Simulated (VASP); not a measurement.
# Sb (R-3m) in VASP: further runs

Sb is run at these levels: PBE; tasks: single point.

All numbers are computed with VASP 6.6.1; they aren't measurements. Logs are shortened: lines on timing, memory, paths and dates and some standing lists are left out, and cuts for length are marked.

**1. The cell of the first run**

It takes space group R-3m (No. 166, trigonal). The conventional cell has a = 4.301 Å, b = 4.301 Å, c = 11.232 Å, α = 90.00°, β = 90.00°, γ = 120.00°. Within 3.6 Å of Sb (site symmetry 3m) lie 6 Sb at 2.76 to 3.55 Å.

**2. Single point, PBE (atom 1 (Sb) moved by (+0.000, -0.300) A along [1 1 0] and z)**

File INCAR:

```
SYSTEM = Sb
ALGO     = Normal         ! electronic algorithm
EDIFF    = 1E-7           ! SCF threshold, eV
ENCUT    = 520            ! plane-wave cutoff, eV
GGA      = PE             ! functional
ISIF     = 2              ! what is computed and relaxed
ISMEAR   = 0              ! smearing method
LASPH    = .TRUE.         ! aspherical terms in the spheres
LCHARG   = .FALSE.        ! write CHGCAR
LREAL    = .FALSE.        ! projectors in reciprocal space
LWAVE    = .FALSE.        ! write WAVECAR
NBANDS   = 12             ! bands
NELM     = 100            ! most SCF steps
PREC     = Accurate       ! precision mode
SIGMA    = 0.15           ! smearing width, eV
```

File KPOINTS:

```
k-points
0
G
  12 12 12
  0 0 0
```

File POSCAR:

```
Sb
1.0
    2.1506003320      1.2416496806      3.7440000000
   -2.1506003320      1.2416496806      3.7440000000
    0.0000000000     -2.4832993611      3.7440000000
Sb
2
Direct
    0.2069305983      0.2069305983      0.2069305983
    0.7663600000      0.7663600000      0.7663600000
```

Potentials or basis: VASP PAW PBE potentials, release 64 (Sb).

Run with:

```
$ cat potpaw_PBE.64/Sb/POTCAR > POTCAR
$ mpirun -np 1 vasp_std > vasp.out
```

OUTCAR:

```text
SYSTEM = Sb
   EDIFF = 1E-7
   ENCUT = 520
   GGA = PE
   ISIF = 2
   ISMEAR = 0
   LASPH = .TRUE.
   LREAL = .FALSE.
   NELM = 100
   PREC = Accurate

 ion  position               nearest neighbor table
   1  0.207  0.207  0.207-   2 2.76   2 2.76   2 2.76   2 3.55   2 3.55   2 3.55
   2  0.766  0.766  0.766-   1 2.76   1 2.76   1 2.76   1 3.55   1 3.55   1 3.55

  LATTYP: Found a trigonal (rhomboedric) cell.
 ALAT       =     4.4926953733
 COS(alpha) =     0.5417151843

  Lattice vectors:

 A1 = (   2.1506003320,   1.2416496806,   3.7440000000)
 A2 = (  -2.1506003320,   1.2416496806,   3.7440000000)
 A3 = (   0.0000000000,  -2.4832993611,   3.7440000000)

Analysis of symmetry for initial positions (statically):
=====================================================================
 Subroutine PRICEL returns:
 Original cell was already a primitive cell.

 Routine SETGRP: Setting up the symmetry group for a
 trigonal (rhombohedral) supercell.

 Subroutine GETGRP returns: Found 12 space group operations
 (whereof  6 operations were pure point group operations)
 out of a pool of 12 trial point group operations.

The static configuration has the point symmetry C_3v.
 The point group associated with its full space group is D_3d.

Analysis of symmetry for dynamics (positions and initial velocities):
=====================================================================
 Subroutine PRICEL returns:
 Original cell was already a primitive cell.

 Routine SETGRP: Setting up the symmetry group for a
 trigonal (rhombohedral) supercell.

 Subroutine GETGRP returns: Found 12 space group operations
 (whereof  6 operations were pure point group operations)
 out of a pool of 12 trial point group operations.

The dynamic configuration has the point symmetry C_3v.
 The point group associated with its full space group is D_3d.

 Subroutine INISYM returns: Found 12 space group operations
 (whereof  6 operations are pure point group operations),
 and found     1 'primitive' translations

----------------------------------------------------------------------------------------

                                     Primitive cell

  volume of cell :      59.9854

  direct lattice vectors                    reciprocal lattice vectors
     2.150600332  1.241649681  3.744000000     0.232493222  0.134230024  0.089031339
    -2.150600332  1.241649681  3.744000000    -0.232493222  0.134230024  0.089031339
     0.000000000 -2.483299361  3.744000000     0.000000000 -0.268460048  0.089031339

  length of vectors
     4.492695373  4.492695373  4.492695373     0.282838075  0.282838075  0.282838075

  position of ions in fractional coordinates (direct lattice)
     0.206930598  0.206930598  0.206930598
     0.766360000  0.766360000  0.766360000

  ion indices of the primitive-cell ions
   primitive index   ion index
                 1           1
                 2           2

----------------------------------------------------------------------------------------

 KPOINTS: k-points

Automatic generation of k-mesh.
 Grid dimensions read from file:
 generate k-points for:   12   12   12

 Generating k-lattice:

  Cartesian coordinates                     Fractional coordinates (reciprocal lattice)
     0.019374435  0.011185835  0.007419278     0.083333333  0.000000000  0.000000000
    -0.019374435  0.011185835  0.007419278     0.000000000  0.083333333  0.000000000
     0.000000000 -0.022371671  0.007419278     0.000000000  0.000000000  0.083333333

  Length of vectors
     0.023569840  0.023569840  0.023569840

  Shift w.r.t. Gamma in fractional coordinates (k-lattice)
     0.000000000  0.000000000  0.000000000

 Subroutine IBZKPT returns following result:
 ===========================================

 Found    189 irreducible k-points:

 Following reciprocal coordinates:
            Coordinates               Weight
  0.000000  0.000000  0.000000      1.000000
  0.083333  0.000000 -0.000000      6.000000
  0.166667  0.000000  0.000000      6.000000
  0.250000  0.000000  0.000000      6.000000
  0.333333  0.000000  0.000000      6.000000
  0.416667  0.000000  0.000000      6.000000
[... 16 lines left out ...]
  0.500000  0.166667  0.000000     12.000000
 -0.416667  0.166667  0.000000     12.000000
 [... further k-points ...]
   k-points           NKPTS =    189   k-points in BZ     NKDIM =    189   number of bands    NBANDS=     12
   number of dos      NEDOS =    301   number of ions     NIONS =      2
   total plane-waves  NPLWV =  46656
   dimension x,y,z NGX =    36 NGY =   36 NGZ =   36
   dimension x,y,z NGXF=    72 NGYF=   72 NGZF=   72
   ions per type =               2
   NGX,Y,Z   is equivalent  to a cutoff of  13.32, 13.32, 13.32 a.u.
   NGXF,Y,Z  is equivalent  to a cutoff of  26.64, 26.64, 26.64 a.u.
 SYSTEM =  Sb
   PREC   = accura    normal or accurate (medium, high low for compatibility)
   ISTART =      0    job   : 0-new  1-cont  2-samecut
   ICHARG =      2    charge: 1-file 2-atom 10-const
   ISPIN  =      1    spin polarized calculation?
   LNONCOLLINEAR =      F non collinear calculations
   LSORBIT =      F    spin-orbit coupling
   LASPH  =      T    aspherical Exc in radial PAW
   ENCUT  =  520.0 eV  38.22 Ry    6.18 a.u.   8.35  8.35  8.35*2*pi/ulx,y,z
   NELM   =    100;   NELMIN=  2; NELMDL= -5     # of ELM steps
   EDIFF  = 0.1E-06   stopping-criterion for ELM
   LREAL  =      F    real-space projection
   EDIFFG = 0.1E-05   stopping-criterion for IOM
   NSW    =      0    number of steps for IOM
   IBRION =     -1    ionic relax: 0-MD 1-quasi-New 2-CG
   NFREE  =      0    steps in history (QN), initial steepest desc. (CG)
   ISIF   =      2    stress and relaxation
   ISYM   =      2    0-nonsym 1-usesym 2-fastsym
   POTIM  = 0.5000    time-step for ionic-motion
   TEBEG  =    0.0;   TEEND  =   0.0 temperature during run
   PSTRESS=    0.0 pullay stress
   NELECT =      10.0000    total number of electrons
   NUPDOWN=      -1.0000    fix difference up-down
   EMIN   =  10.00;   EMAX   =-10.00  energy-range for DOS
   EFERMI =   0.00;   METHOD = LEGACY
   ISMEAR =     0;   SIGMA  =   0.15  broadening in eV -4-tet -1-fermi 0-gaus
   EFERMI_NEDOS =   21; number of points for ismear=-14 and -15
   IALGO  =     38    algorithm
   IMIX   =      4    mixing-type and parameters
     AMIX     =   0.40;   BMIX     =  1.00
     AMIX_MAG =   1.60;   BMIX_MAG =  1.00
  volume/ion in A,a.u.               =      29.99       202.40
  Fermi-wavevector in a.u.,A,eV,Ry     =   0.901003  1.702649 11.045295  0.811806
  Thomas-Fermi vector in A             =   2.024030
   LORBIT       =      0    0 simple, 1 ext, 2 COOP (PROOUT), +10 PAW based schemes
   GGA     = PE    functional components
   LHFCALC =     F    Hartree Fock is set to
   AEXX    =    0.0000 exact exchange contribution
   IVDW    =     0    specifies the selected vdW correction
   LEPSILON=     F    determine dielectric tensor
   LRPA    =     F    only Hartree local field effects (RPA)
 non-spin polarized calculation
 Gauss-broadening in eV      SIGMA  =   0.15
  energy-cutoff  :      520.00
  volume of cell :       59.99
 maximum number of plane-waves:      1627
 NGX is ok and might be reduce to    36
   NGX = 17   NGY = 17   NGZ = 17

 number of electron      10.0000000 magnetization

 Free energy of the ion-electron system (eV)
  ---------------------------------------------------
  ext. energy  EPLUGINS =         0.00000000
  ---------------------------------------------------
  free energy    TOTEN  =        -7.88381764 eV

  energy without entropy =       -7.88088020  energy(sigma->0) =       -7.88234892

 E-fermi :   7.3757     XC(G=0):  -9.5054

 val. band max:        7.3025655696   @ k =   0.3333   0.1667   0.1667
 cond. band min:       7.4858451915   @ k =   0.5000   0.4167   0.3333
 fundamental gap:      0.1832796219
 Fermi energy:         7.3756551571

 k-point     1 :       0.0000    0.0000    0.0000
  band No.  band energies     occupation
      1      -5.7367      2.00000
      2       2.9054      2.00000
      3       5.1446      2.00000
      4       5.1446      2.00000
      5       5.9771      2.00000
      6       8.2825      0.00000
      7       9.7586      0.00000
      8       9.7586      0.00000
      9      12.8799      0.00000
     10      12.8799      0.00000
     11      13.6537      0.00000
     12      13.8188      0.00000

 k-point     2 :       0.0833    0.0000   -0.0000
  band No.  band energies     occupation
      1      -5.6594      2.00000
      2       2.4482      2.00000
      3       5.0886      2.00000
      4       5.2820      2.00000
      5       6.0211      2.00000
      6       8.4344      0.00000
      7       9.6577      0.00000
      8       9.7734      0.00000
      9      12.3095      0.00000
     10      12.6856      0.00000
     11      13.2845      0.00000
     12      14.2759      0.00000

 k-point     3 :       0.1667    0.0000    0.0000
  band No.  band energies     occupation
      1      -5.4285      2.00000
      2       1.4673      2.00000
      3       4.9471      2.00000
      4       5.3557      2.00000
      5       6.2154      2.00000
      6       8.5623      0.00000
      7       9.5506      0.00000
      8       9.7177      0.00000
      9      11.7619      0.00000
     10      12.6268      0.00000
     11      12.9294      0.00000
     12      15.4119      0.00000
[... 286 lines left out ...]
 k-point    23 :       0.5000    0.1667    0.0000
  band No.  band energies     occupation
      1      -3.5668      2.00000
      2      -1.8639      2.00000
      3       3.2307      2.00000
      4       4.7334      2.00000
      5       5.9158      2.00000
      6       8.8139      0.00000
      7       9.5644      0.00000
      8      10.6005      0.00000
      9      12.5754      0.00000
     10      15.4439      0.00000
     11      15.9918      0.00000
     12      16.5436      0.00000

 k-point    24 :      -0.4167    0.1667    0.0000
  band No.  band energies     occupation
      1      -3.2928      2.00000
      2      -2.2212      2.00000
      3       3.1127      2.00000
      4       5.0436      2.00000
      5       5.9609      2.00000
      6       8.6267      0.00000
      7       9.1823      0.00000
      8      10.7414      0.00000
      9      13.5546      0.00000
     10      14.4360      0.00000
     11      14.9105      0.00000
     12      17.5638      0.00000

 [... further k-points ...]
[... 5 lines left out ...]
  --------------------------------------------------------------------------------------
  -------------------------------------------------------------------------------------
  Total        3.6310520      3.6310520      2.5431658      0.0000000      0.0000000      0.0000000
  in kB       96.9833470     96.9833470     67.9265224      0.0000000      0.0000000      0.0000000
  external PRESSURE =      87.2977388 kB  Pullay stress =       0.0000000 kB

 VOLUME and BASIS-vectors are now :
 -----------------------------------------------------------------------------
  energy-cutoff  :      520.00
  volume of cell :       59.99
      direct lattice vectors                 reciprocal lattice vectors
     2.150600332  1.241649681  3.744000000     0.232493222  0.134230024  0.089031339
    -2.150600332  1.241649681  3.744000000    -0.232493222  0.134230024  0.089031339
     0.000000000 -2.483299361  3.744000000     0.000000000 -0.268460048  0.089031339

 POSITION                                       TOTAL-FORCE (eV/Angst)
 -----------------------------------------------------------------------------------
      0.00000      0.00000      2.32424         0.000000      0.000000      2.167841
      0.00000      0.00000      8.60776         0.000000     -0.000000     -2.167841
 -----------------------------------------------------------------------------------
    total drift:                                0.000000     -0.000000     -0.000000

  FREE ENERGIE OF THE ION-ELECTRON SYSTEM (eV)
  ---------------------------------------------------
  free  energy   TOTEN  =        -7.8838176388 eV

  energy  without entropy=       -7.8808801951  energy(sigma->0) =       -7.88234892
```

It took 2 min on 1 thread of AMD EPYC 7R43 (Zen 3), shared host; peak memory 0.24 GiB.

Results:

```yaml
Free_energy: -7.8838 eV
Pressure: 8.7 GPa
Largest_force: 2.168 eV/Å
Band_gap_on_the_k_mesh: zero (bands 5 and 6 overlap by 0.03 eV)
```

Forces in eV/Å, atoms in the order of the input:
```
Sb   0.000  0.000  2.168
Sb   0.000  0.000 -2.168
```

Caveat: the cell differs from its parent crystal (atom 1 (Sb) moved by (+0.000, -0.300) A along [1 1 0] and z); the cell stands under pressure; spin-orbit coupling is left out, which moves the levels of the heavy elements; forces of over 1 eV/Å act on the atoms, so gaps and moduli don't describe the material at rest.

**3. Single point, PBE (atom 1 (Sb) moved by (+0.000, +0.300) A along [1 1 0] and z)**

File INCAR:

```
SYSTEM = Sb
  PREC = Accurate
  ENCUT = 520
  EDIFF = 1E-6
  ISMEAR = 0
  SIGMA = 0.15
  LREAL = .False.
  LASPH = .True.
  NELM = 100
  ALGO = Normal
  ISIF = 2
  LWAVE = .False.
  LCHARG = .False.
  GGA = PE
  NBANDS = 12
```

File KPOINTS:

```
Automatic mesh
0
Gamma
  12 12 12
  0 0 0
```

POSCAR: that of step 2 with these lines changed.

```diff
@@ -8,3 +8,3 @@
 Direct
-    0.2069305983      0.2069305983      0.2069305983
+    0.2603494017      0.2603494017      0.2603494017
     0.7663600000      0.7663600000      0.7663600000
```

Potentials or basis: VASP PAW PBE potentials, release 64 (Sb).

Run with:

```
$ cat potpaw_PBE.64/Sb/POTCAR > POTCAR
$ mpirun -np 1 vasp_std > vasp.out
```

Wall time 1.8 min (1 thread of AMD EPYC 7R43 (Zen 3), shared host); peak memory 0.24 GiB.

It converged, with:

* Free energy: -8.1851 eV
* Pressure: 0.1 GPa
* Largest force: 0.216 eV/Å
* Band gap on the k mesh: zero (bands 5 and 6 overlap by 0.70 eV)

Forces in eV/Å, atoms in the order of the input:
```
Sb   0.000  0.000 -0.216
Sb   0.000  0.000  0.216
```

Stress tensor (GPa, compression positive):
```
 0.65  0.00  0.00
 0.00  0.65  0.00
 0.00  0.00 -0.86
```

Levels at points of the mesh, in eV from the Fermi level:
| k point | band 3 | band 4 | band 5 | band 6 | band 7 | band 8 |
| --- | --- | --- | --- | --- | --- | --- |
| (0.00, 0.00, 0.00) | -2.10 | -1.37 | -1.37 | 3.15 | 3.15 | 3.38 |
| (0.50, 0.00, 0.00) | -0.98 | -0.72 | -0.66 | -0.28 | 0.13 | 0.15 |
| (0.50, 0.50, 0.00) | -5.54 | -3.74 | -3.28 | 2.19 | 5.09 | 5.29 |
| (0.50, 0.50, 0.50) | -0.41 | -0.41 | -0.14 | -0.14 | 0.49 | 0.77 |

Caveat: the cell differs from its parent crystal (atom 1 (Sb) moved by (+0.000, +0.300) A along [1 1 0] and z); spin-orbit coupling is left out, which moves the levels of the heavy elements.
